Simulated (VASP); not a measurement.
# Au (Fm-3m) in VASP: further runs

Au is run at these levels: r2SCAN50; tasks: single point.

Everything below comes from runs of VASP 6.6.1. Logs are shortened: lines on timing, memory, paths and dates and some standing lists are left out, and cuts for length are marked.

## 1. The cell of the first run

It takes space group Fm-3m (No. 225, cubic). Conventional cell: a = 4.015 Å, b = 4.015 Å, c = 4.015 Å, α = 90.00°, β = 90.00°, γ = 90.00°. Within 3.7 Å of Au (site symmetry m-3m) lie 12 Au at 2.84 Å.

## 2. Single point, r2SCAN50

POSCAR reads:

```
Au
1.0
    0.0000000000      2.0074966285      2.0074966285
    2.0074966285      0.0000000000      2.0074966285
    2.0074966285      2.0074966285      0.0000000000
Au
1
Direct
    0.0000000000      0.0000000000      0.0000000000
```

INCAR.step1 reads:

```
PREC = Accurate ; ENCUT = 520
EDIFF = 1E-5 ; ISMEAR = -1
SIGMA = 0.05 ; LREAL = F
LASPH = T ; NELM = 80
ALGO = Normal ; ISIF = 2
LWAVE = T ; LCHARG = F
GGA = PE ; NBANDS = 12
```

INCAR.step2 reads:

```
PREC = Accurate ; ENCUT = 520
EDIFF = 1E-6 ; ISMEAR = -1
SIGMA = 0.05 ; LREAL = F
LASPH = T ; NELM = 80
ALGO = Normal ; ISIF = 2
LWAVE = F ; LCHARG = F
METAGGA = R2SCAN ; LHFCALC = T
AEXX = 0.5 ; LMIXTAU = T
PRECFOCK = Normal ; ISTART = 1
NBANDS = 12
```

KPOINTS reads:

```
regular mesh
0
Gamma
  6 6 6
```

Potentials or basis: VASP PAW PBE potentials, release 64 (Au).

On the command line:

```console
cat potpaw_PBE.64/Au/POTCAR > POTCAR
cp INCAR.step1 INCAR
mpirun -np 1 vasp_std > vasp.out
cp INCAR.step2 INCAR
mpirun -np 1 vasp_std > vasp.out
```

OUTCAR:

```text
PREC = Accurate
   ENCUT = 520
   EDIFF = 1E-6
   ISMEAR = -1
   LREAL = F
   LASPH = T
   NELM = 80
   ISIF = 2
   METAGGA = R2SCAN
   LHFCALC = T
   AEXX = 0.5
   PRECFOCK = Normal
   ISTART = 1

 ion  position               nearest neighbor table
   1  0.000  0.000  0.000-

  LATTYP: Found a face centered cubic cell.
 ALAT       =     4.0149932570

  Lattice vectors:

 A1 = (   0.0000000000,   2.0074966285,   2.0074966285)
 A2 = (   2.0074966285,   0.0000000000,   2.0074966285)
 A3 = (   2.0074966285,   2.0074966285,   0.0000000000)

Analysis of symmetry for initial positions (statically):
=====================================================================
 Subroutine PRICEL returns:
 Original cell was already a primitive cell.

 Routine SETGRP: Setting up the symmetry group for a
 face centered cubic supercell.

 Subroutine GETGRP returns: Found 48 space group operations
[... 9 lines left out ...]

 Routine SETGRP: Setting up the symmetry group for a
 face centered cubic supercell.

 Subroutine GETGRP returns: Found 48 space group operations
[... 11 lines left out ...]
                                     Primitive cell

  volume of cell :      16.1806

  direct lattice vectors                    reciprocal lattice vectors
     0.000000000  2.007496629  2.007496629    -0.249066421  0.249066421  0.249066421
     2.007496629  0.000000000  2.007496629     0.249066421 -0.249066421  0.249066421
     2.007496629  2.007496629  0.000000000     0.249066421  0.249066421 -0.249066421

  length of vectors
     2.839028958  2.839028958  2.839028958     0.431395695  0.431395695  0.431395695

  position of ions in fractional coordinates (direct lattice)
     0.000000000  0.000000000  0.000000000

  ion indices of the primitive-cell ions
   primitive index   ion index
                 1           1

----------------------------------------------------------------------------------------

 KPOINTS: regular mesh

Automatic generation of k-mesh.
 Grid dimensions read from file:
 generate k-points for:    6    6    6

 Generating k-lattice:

  Cartesian coordinates                     Fractional coordinates (reciprocal lattice)
    -0.041511070  0.041511070  0.041511070     0.166666667  0.000000000  0.000000000
     0.041511070 -0.041511070  0.041511070     0.000000000  0.166666667  0.000000000
     0.041511070  0.041511070 -0.041511070     0.000000000  0.000000000  0.166666667

  Length of vectors
     0.071899283  0.071899283  0.071899283

  Shift w.r.t. Gamma in fractional coordinates (k-lattice)
     0.000000000  0.000000000  0.000000000

 Subroutine IBZKPT returns following result:
 ===========================================

 Found     16 irreducible k-points:

 Following reciprocal coordinates:
            Coordinates               Weight
  0.000000  0.000000  0.000000      1.000000
  0.166667  0.000000  0.000000      8.000000
  0.333333  0.000000  0.000000      8.000000
  0.500000  0.000000  0.000000      4.000000
  0.166667  0.166667  0.000000      6.000000
  0.333333  0.166667  0.000000     24.000000
[... 8 lines left out ...]
 -0.333333  0.333333  0.166667     24.000000
 -0.333333  0.500000  0.166667     12.000000
   k-points           NKPTS =     16   k-points in BZ     NKDIM =    216   number of bands    NBANDS=     12
   number of dos      NEDOS =    301   number of ions     NIONS =      1
   total plane-waves  NPLWV =  13824
   dimension x,y,z NGX =    24 NGY =   24 NGZ =   24
   dimension x,y,z NGXF=    48 NGYF=   48 NGZF=   48
   ions per type =               1
   NGX,Y,Z   is equivalent  to a cutoff of  14.05, 14.05, 14.05 a.u.
   NGXF,Y,Z  is equivalent  to a cutoff of  28.11, 28.11, 28.11 a.u.
 SYSTEM =  unknown system
   PREC   = accura    normal or accurate (medium, high low for compatibility)
   ISTART =      1    job   : 0-new  1-cont  2-samecut
   ICHARG =      0    charge: 1-file 2-atom 10-const
   ISPIN  =      1    spin polarized calculation?
   LNONCOLLINEAR =      F non collinear calculations
   LSORBIT =      F    spin-orbit coupling
   LASPH  =      T    aspherical Exc in radial PAW
   ENCUT  =  520.0 eV  38.22 Ry    6.18 a.u.   5.28  5.28  5.28*2*pi/ulx,y,z
   NELM   =     80;   NELMIN=  2; NELMDL=  0     # of ELM steps
   EDIFF  = 0.1E-05   stopping-criterion for ELM
   LREAL  =      F    real-space projection
   EDIFFG = 0.1E-04   stopping-criterion for IOM
   NSW    =      0    number of steps for IOM
   IBRION =     -1    ionic relax: 0-MD 1-quasi-New 2-CG
   NFREE  =      0    steps in history (QN), initial steepest desc. (CG)
   ISIF   =      2    stress and relaxation
   ISYM   =      3    0-nonsym 1-usesym 2-fastsym
   POTIM  = 0.5000    time-step for ionic-motion
   TEBEG  =    0.0;   TEEND  =   0.0 temperature during run
   PSTRESS=    0.0 pullay stress
   NELECT =      11.0000    total number of electrons
   NUPDOWN=      -1.0000    fix difference up-down
   EMIN   =  10.00;   EMAX   =-10.00  energy-range for DOS
   EFERMI =   0.00;   METHOD = LEGACY
   ISMEAR =    -1;   SIGMA  =   0.05  broadening in eV -4-tet -1-fermi 0-gaus
   EFERMI_NEDOS =   21; number of points for ismear=-14 and -15
   IALGO  =     38    algorithm
   IMIX   =      1    mixing-type and parameters
     AMIX     =   0.40;   BMIX     =  1.00
     AMIX_MAG =   1.60;   BMIX_MAG =  1.00
  volume/ion in A,a.u.               =      16.18       109.19
  Fermi-wavevector in a.u.,A,eV,Ry     =   1.439486  2.720235 28.192920  2.072121
  Thomas-Fermi vector in A             =   2.558337
   LORBIT       =      0    0 simple, 1 ext, 2 COOP (PROOUT), +10 PAW based schemes
   METAGGA = R2SCAN    functional components
   LHFCALC =     T    Hartree Fock is set to
   PRECFOCK=normal    Normal, Fast or Accurate (Low or Medium for compatibility)
   ENCUT4O =  -1.0   cutoff for four orbital integrals eV
   NKREDX  =     1    reduce k-point grid by
   NKREDY  =     1    reduce k-point grid by
   NKREDZ  =     1    reduce k-point grid by
   AEXX    =    0.5000 exact exchange contribution
   HFSCREEN=    0.0000 screening length (either q_TF or 0.3 A-1)
   HFSCREENC=   0.0000 screening length for correlation (either q_TF or 0.3 A-1)
   ENCUTFOCK=  -1.0 apply spherical cutoff to Coloumb kernel
   IVDW    =     0    specifies the selected vdW correction
   LEPSILON=     F    determine dielectric tensor
   LRPA    =     F    only Hartree local field effects (RPA)
 non-spin polarized calculation
  energy-cutoff  :      520.00
  volume of cell :       16.18
 maximum number of plane-waves:       444
 NGX is ok and might be reduce to    24
  NGX = 16; NGY = 16; NGZ = 16

 number of electron      11.0000000 magnetization

 Free energy of the ion-electron system (eV)
  ---------------------------------------------------
  ext. energy  EPLUGINS =         0.00000000
  ---------------------------------------------------
  free energy    TOTEN  =       -28.38457733 eV

  energy without entropy =      -28.37722662  energy(sigma->0) =      -28.38090198

 E-fermi :   9.3036     XC(G=0):  -7.6313

 val. band max:        9.2780125495   @ k =   0.5000   0.3333   0.1667
 cond. band min:      11.1216878229   @ k =   0.5000   0.1667   0.0000
 fundamental gap:      1.8436752734
 Fermi energy:         9.3035538329

 k-point     1 :       0.0000    0.0000    0.0000
  band No.  band energies     occupation
      1      -3.6272      2.00000
      2       1.6075      2.00000
      3       1.6075      2.00000
      4       1.6075      2.00000
      5       3.4218      2.00000
      6       3.4218      2.00000
      7      27.4164      0.00000
      8      32.1440      0.00000
      9      32.1440      0.00000
     10      32.1440      0.00000
     11      37.1487      0.00000
     12      43.2819      0.00000

 k-point     2 :       0.1667    0.0000    0.0000
  band No.  band energies     occupation
      1      -2.4449      2.00000
      2       1.4053      2.00000
      3       1.9189      2.00000
      4       1.9189      2.00000
      5       3.3836      2.00000
      6       3.3836      2.00000
      7      27.5966      0.00000
      8      28.7069      0.00000
      9      33.4474      0.00000
     10      33.4474      0.00000
     11      36.7699      0.00000
     12      39.4028      0.00000

 k-point     3 :       0.3333    0.0000    0.0000
  band No.  band energies     occupation
      1      -1.1698      2.00000
      2       1.7717      2.00000
      3       1.7717      2.00000
      4       3.5582      2.00000
      5       4.3343      2.00000
      6       4.3343      2.00000
      7      20.7614      0.00000
      8      27.8349      0.00000
      9      33.1225      0.00000
     10      33.1225      0.00000
     11      37.4813      0.00000
     12      37.7555      0.00000
[... 166 lines left out ...]
 k-point    15 :      -0.3333    0.3333    0.1667
  band No.  band energies     occupation
      1       0.4228      2.00000
      2       0.5136      2.00000
      3       1.7210      2.00000
      4       3.2261      2.00000
      5       5.0837      2.00000
      6      15.5876      0.00000
      7      15.7235      0.00000
      8      22.9979      0.00000
      9      24.7949      0.00000
     10      33.1319      0.00000
     11      37.5389      0.00000
     12      42.8383      0.00000

 k-point    16 :      -0.3333    0.5000    0.1667
  band No.  band energies     occupation
      1      -0.3579      2.00000
      2       0.0087      2.00000
      3       2.7576      2.00000
      4       3.8940      2.00000
      5       5.6518      2.00000
      6      15.9256      0.00000
      7      17.9081      0.00000
      8      20.8703      0.00000
      9      22.2909      0.00000
     10      35.1753      0.00000
     11      36.0236      0.00000
     12      39.2476      0.00000

------------------------ aborting loop because EDIFF is reached ----------------------------------------

  FORCE on cell =-STRESS in cart. coord.  units (eV):
  Direction    XX          YY          ZZ          XY          YZ          ZX
  --------------------------------------------------------------------------------------
  -------------------------------------------------------------------------------------
  Total        1.4556722      1.4556722      1.4556722      0.0000000      0.0000000      0.0000000
  in kB      144.1384003    144.1384003    144.1384003      0.0000000      0.0000000      0.0000000
  external PRESSURE =     144.1384003 kB  Pullay stress =       0.0000000 kB

 VOLUME and BASIS-vectors are now :
 -----------------------------------------------------------------------------
  energy-cutoff  :      520.00
  volume of cell :       16.18
      direct lattice vectors                 reciprocal lattice vectors
     0.000000000  2.007496629  2.007496629    -0.249066421  0.249066421  0.249066421
     2.007496629  0.000000000  2.007496629     0.249066421 -0.249066421  0.249066421
     2.007496629  2.007496629  0.000000000     0.249066421  0.249066421 -0.249066421

 POSITION                                       TOTAL-FORCE (eV/Angst)
 -----------------------------------------------------------------------------------
      0.00000      0.00000      0.00000         0.000000     -0.000000      0.000000
 -----------------------------------------------------------------------------------
    total drift:                               -0.000000     -0.000000     -0.000000

  FREE ENERGIE OF THE ION-ELECTRON SYSTEM (eV)
  ---------------------------------------------------
  free  energy   TOTEN  =       -28.3845773275 eV

  energy  without entropy=      -28.3772266226  energy(sigma->0) =      -28.38090198
```

Wall time 7 min (1 thread of Intel Xeon Platinum 8488C (Sapphire Rapids), shared host); peak memory 0.16 GiB.

What came out:

```yaml
Free_energy: -28.3846 eV
Pressure: 14.4 GPa
```

Caveat: the k points lie up to 0.45 Å⁻¹ apart; the PAW data sets were made with another functional, which shifts forces and pressure a little; spin-orbit coupling is left out, which moves the levels of the heavy elements.

## 3. Single point, r2SCAN50

This run uses another cell than the first one, of 16.52 Å³/atom, 1.021 times its volume.

POSCAR reads:

```
Au
1.0
    0.0000000000      2.0213418704      2.0213418704
    2.0213418704      0.0000000000      2.0213418704
    2.0213418704      2.0213418704      0.0000000000
Au
1
Direct
    0.0000000000      0.0000000000      0.0000000000
```

INCAR.step1 reads:

```
  ALGO = Normal
  EDIFF = 1E-5
  ENCUT = 520
  GGA = PE
  ISIF = 2
  ISMEAR = -1
  LASPH = True
  LCHARG = False
  LREAL = False
  LWAVE = True
  NBANDS = 12
  NELM = 100
  PREC = Accurate
  SIGMA = 0.05
```

INCAR.step2 reads:

```
  AEXX = 0.5
  ALGO = Normal
  EDIFF = 1E-6
  ENCUT = 520
  ISIF = 2
  ISMEAR = -1
  ISTART = 1
  LASPH = True
  LCHARG = False
  LHFCALC = True
  LMIXTAU = True
  LREAL = False
  LWAVE = False
  METAGGA = R2SCAN
  NBANDS = 12
  NELM = 100
  PREC = Accurate
  PRECFOCK = Normal
  SIGMA = 0.05
```

KPOINTS reads:

```
k-points
0
Gamma
  6 6 6
```

Potentials or basis: VASP PAW PBE potentials, release 64 (Au).

On the command line:

```console
cat potpaw_PBE.64/Au/POTCAR > POTCAR
cp INCAR.step1 INCAR
mpirun -np 1 vasp_std > vasp.out
cp INCAR.step2 INCAR
mpirun -np 1 vasp_std > vasp.out
```

OUTCAR:

```text
AEXX = 0.5
   EDIFF = 1E-6
   ENCUT = 520
   ISIF = 2
   ISMEAR = -1
   ISTART = 1
   LASPH = True
   LHFCALC = True
   LREAL = False
   METAGGA = R2SCAN
   NELM = 100
   PREC = Accurate
   PRECFOCK = Normal

 ion  position               nearest neighbor table
   1  0.000  0.000  0.000-

  LATTYP: Found a face centered cubic cell.
 ALAT       =     4.0426837408

  Lattice vectors:

 A1 = (   0.0000000000,   2.0213418704,   2.0213418704)
 A2 = (   2.0213418704,   0.0000000000,   2.0213418704)
[... 417 lines left out ...]
     11      35.3602      0.00000
     12      38.6982      0.00000

------------------------ aborting loop because EDIFF is reached ----------------------------------------

  FORCE on cell =-STRESS in cart. coord.  units (eV):
  Direction    XX          YY          ZZ          XY          YZ          ZX
  --------------------------------------------------------------------------------------
  -------------------------------------------------------------------------------------
  Total        1.0207910      1.0207910      1.0207910      0.0000000     -0.0000000      0.0000000
  in kB       99.0143366     99.0143366     99.0143366      0.0000000     -0.0000000      0.0000000
  external PRESSURE =      99.0143366 kB  Pullay stress =       0.0000000 kB

 VOLUME and BASIS-vectors are now :
 -----------------------------------------------------------------------------
  energy-cutoff  :      520.00
  volume of cell :       16.52
      direct lattice vectors                 reciprocal lattice vectors
     0.000000000  2.021341870  2.021341870    -0.247360433  0.247360433  0.247360433
     2.021341870  0.000000000  2.021341870     0.247360433 -0.247360433  0.247360433
     2.021341870  2.021341870  0.000000000     0.247360433  0.247360433 -0.247360433

 POSITION                                       TOTAL-FORCE (eV/Angst)
 -----------------------------------------------------------------------------------
      0.00000      0.00000      0.00000         0.000000      0.000000      0.000000
 -----------------------------------------------------------------------------------
    total drift:                               -0.000000      0.000000     -0.000000

  FREE ENERGIE OF THE ION-ELECTRON SYSTEM (eV)
  ---------------------------------------------------
  free  energy   TOTEN  =       -28.4103126513 eV

  energy  without entropy=      -28.4029619458  energy(sigma->0) =      -28.40663730
```

OSZICAR.step1:

```text
N       E                     dE             d eps       ncg     rms          rms(c)
DAV:   1     0.507417464096E+02    0.50742E+02   -0.56096E+03   392   0.818E+02
DAV:   2    -0.266147979008E+01   -0.53403E+02   -0.50475E+02   440   0.189E+02
DAV:   3    -0.334500618243E+01   -0.68353E+00   -0.68310E+00   468   0.206E+01
DAV:   4    -0.334733567269E+01   -0.23295E-02   -0.23294E-02   464   0.138E+00
DAV:   5    -0.334735237422E+01   -0.16702E-04   -0.16702E-04   460   0.112E-01    0.106E+01
DAV:   6    -0.311133825035E+01    0.23601E+00   -0.58102E-01   432   0.626E+00    0.662E+00
DAV:   7    -0.308910070176E+01    0.22238E-01   -0.80045E-02   444   0.233E+00    0.280E+00
DAV:   8    -0.308670713744E+01    0.23936E-02   -0.27581E-03   436   0.455E-01    0.270E-01
DAV:   9    -0.308669392444E+01    0.13213E-04   -0.12070E-05   428   0.315E-02    0.160E-02
DAV:  10    -0.308669888853E+01   -0.49641E-05   -0.21908E-06   264   0.138E-02
   1 F= -.30866989E+01 E0= -.30828517E+01  d E =-.769432E-02
```

It took 6.2 min on 1 thread of Intel Xeon Platinum 8488C (Sapphire Rapids), shared host; peak memory 0.16 GiB.

Results:

| Item | Value |
| --- | --- |
| Free energy | -28.4103 eV |
| Pressure | 9.9 GPa |

Levels at points of the mesh, in eV from the Fermi level:
| k point | band 2 | band 3 | band 4 | band 5 | band 6 | band 7 | band 8 | band 9 | band 10 | band 11 |
| --- | --- | --- | --- | --- | --- | --- | --- | --- | --- | --- |
| (0.00, 0.00, 0.00) | -7.55 | -7.55 | -7.55 | -5.80 | -5.80 | 18.15 | 22.75 | 22.75 | 22.75 | 27.67 |
| (0.50, 0.00, 0.00) | -7.62 | -7.62 | -4.13 | -4.13 | -1.25 | 5.74 | 17.50 | 21.61 | 21.61 | 29.93 |
| (0.50, 0.50, 0.00) | -10.01 | -4.33 | -3.63 | -3.63 | 2.76 | 9.36 | 13.55 | 13.55 | 21.59 | 24.49 |

Caveat: the k points lie up to 0.45 Å⁻¹ apart; the PAW data sets were made with another functional, which shifts forces and pressure a little; spin-orbit coupling is left out, which moves the levels of the heavy elements.

## 4. Single point, r2SCAN50

This run uses another cell than the first one, of 16.85 Å³/atom, 1.042 times its volume.

POSCAR reads:

```
Au
1.0
    0.0000000000      2.0350000000      2.0350000000
    2.0350000000      0.0000000000      2.0350000000
    2.0350000000      2.0350000000      0.0000000000
Au
1
Direct
    0.0000000000      0.0000000000      0.0000000000
```

INCAR.step1 reads:

```
PREC = Accurate ; ENCUT = 520
EDIFF = 1E-5 ; ISMEAR = -1
SIGMA = 0.05 ; LREAL = False
LASPH = True ; NELM = 60
ALGO = Normal ; ISIF = 2
LWAVE = True ; LCHARG = False
NBANDS = 12 ; GGA = PE
```

INCAR.step2 reads:

```
PREC = Accurate ; ENCUT = 520
EDIFF = 1E-6 ; ISMEAR = -1
SIGMA = 0.05 ; LREAL = False
LASPH = True ; NELM = 60
ALGO = Normal ; ISIF = 2
LWAVE = False ; LCHARG = False
METAGGA = R2SCAN ; LHFCALC = True
AEXX = 0.5 ; LMIXTAU = True
PRECFOCK = Normal ; NBANDS = 12
ISTART = 1
```

KPOINTS reads:

```
Automatic mesh
0
Gamma
  6 6 6
```

On the command line:

```console
cat potpaw_PBE.64/Au/POTCAR > POTCAR
cp INCAR.step1 INCAR
mpirun -np 1 vasp_std > vasp.out
cp INCAR.step2 INCAR
mpirun -np 1 vasp_std > vasp.out
```

Run time: 12 min. Hardware: 1 thread of Intel Xeon Platinum 8488C (Sapphire Rapids), shared host; peak memory 0.17 GiB.

The run converged. Its results:

* Free energy: -28.4272 eV
* Pressure: 6.0 GPa

Levels at points of the mesh, in eV from the Fermi level:
| k point | band 4 | band 5 | band 6 | band 7 | band 8 | band 9 |
| --- | --- | --- | --- | --- | --- | --- |
| (0.00, 0.00, 0.00) | -7.42 | -5.73 | -5.73 | 18.17 | 22.65 | 22.65 |
| (0.50, 0.00, 0.00) | -4.12 | -4.12 | -1.11 | 5.62 | 17.51 | 21.44 |
| (0.50, 0.50, 0.00) | -3.63 | -3.63 | 2.84 | 9.18 | 13.49 | 13.49 |

Caveat: the k points lie up to 0.45 Å⁻¹ apart; the PAW data sets were made with another functional, which shifts forces and pressure a little; spin-orbit coupling is left out, which moves the levels of the heavy elements.

## 5. The runs side by side

```tsv
cell	gap on the mesh (eV)	pressure (GPa)
a = 2.839 Å, angles 60.0°, 1 atom	none	14.4
a = 2.859 Å, angles 60.0°, 1 atom	none	9.9
a = 2.878 Å, angles 60.0°, 1 atom	none	6.0
```

Alike in all rows: task single point; level r2SCAN50; potentials or basis VASP PAW PBE potentials, release 64 (Au); no spin polarisation; k mesh 6 × 6 × 6; cutoff (eV) 520; smearing fermi-dirac 0.05 eV.

Caveats: all runs use coarse meshes; the PAW data sets were made with another functional, which shifts forces and pressure a little; spin-orbit coupling is left out, which moves the levels of the heavy elements.

Absolute energies hang on the potentials; compare differences alone.
